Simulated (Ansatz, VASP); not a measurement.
**One calculation of LiH, two programs**

```
Li H
1.0
     2.68535    0.00000    0.00000
     0.00000    2.68535    0.00000
     0.00000    0.00000    3.86828
Li H
1 1
Direct
  0.00000 0.00000 0.00000
  0.50000 0.50000 0.00000
```

Alike in both runs: functional PBE; k mesh 6 × 6 × 6; occupations gaussian, width 0.1 eV; no spin polarisation.

Ansatz relaxed the structure, and its values are those at the end. VASP's run is a single point on that final structure, the one shown.

|  | VASP | Ansatz |
| --- | --- | --- |
| version | VASP 6.6.1 | Ansatz 0.2.0 |
| potentials or method | VASP PAW PBE potentials, release 64 (Li_sv, H), cutoff 520 eV | scalar-relativistic, plane waves, PAW |
| valence electrons in the cell | 4 | 4 |

VASP gave:

```
gap on the k mesh at the Fermi level (eV) : 0.09
least direct gap on the mesh (eV)         : 4.21
```

**Question.** Which values does Ansatz return?

**Answer.** gap on the k mesh at the Fermi level (eV): 0.09; least direct gap on the mesh (eV): 4.22.

Noted on VASP's run: the cutoff is short for stress, so the pressure is rough.
